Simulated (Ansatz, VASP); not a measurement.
**Two plane-wave programs on BN**

```
B N
1.0
     0.00000    1.75068    1.75068
     1.75068    0.00000    1.75068
     1.75068    1.75068    0.00000
B N
1 1
Cartesian
  0.0000 0.0000 0.0000
  0.8753 0.8753 0.8753
```

Change from the starting cell: hydrostatic strain -3.0%.

Alike in both runs: task single point; functional HSE06; k mesh 8 × 8 × 8; no spin polarisation.

```csv
,VASP,Ansatz
version,VASP 6.6.1,Ansatz 0.2.0
potentials or method,"VASP PAW PBE potentials, release 64 (B, N)","plane waves, PAW"
plane-wave cutoff (eV),520,420
occupations,"gaussian, width 0.01 eV",fixed
valence electrons in the cell,8,8
```

Ansatz gave:

```
gap on the k mesh at the Fermi level (eV) : 5.91
pressure (GPa)                            : 37.4
```

Problem. Estimate VASP's values.

Solution. gap on the k mesh at the Fermi level (eV): 5.89; pressure (GPa): 38.3.

Both programs put the cell under a high pressure, so it lies far from rest at this level. Ansatz's warnings: stress exchange threshold loose, stress scf threshold loose.
